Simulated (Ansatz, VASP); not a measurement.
Two plane-wave programs on TePb

```
Pb Te
1.0
     0.00000    3.29332    3.29332
     3.29332    0.00000    3.29332
     3.29332    3.29332    0.00000
Pb Te
1 1
Direct
  0.50000 0.50000 0.50000
  0.00000 0.00000 0.00000
```

Alike in both runs: task single point; functional revPBE; k mesh 6 × 6 × 6; occupations gaussian, width 0.05 eV; no spin polarisation.

|  | VASP | Ansatz |
| --- | --- | --- |
| version | VASP 6.6.1 | Ansatz 0.2.0 |
| potentials or method | VASP PAW PBE potentials, release 64 (Pb_d, Te), cutoff 500 eV | scalar-relativistic, plane waves, PAW |
| valence electrons in the cell | 20 | 30 |

|  | VASP | Ansatz | Ansatz less VASP |
| --- | --- | --- | --- |
| gap on the k mesh at the Fermi level (eV) | 0.90 | 0.89 | -0.004 |
| least direct gap on the mesh (eV) | 0.90 | 0.89 | -0.004 |
| pressure (GPa) | 0.7 | 0.7 | +0.05 |

VASP's potentials were made for PBE, not for revPBE. VASP's potentials hold 20 valence electrons a cell and Ansatz's 30, so a difference there can come from the potentials and not from the codes.

Neither program's run includes spin-orbit coupling.
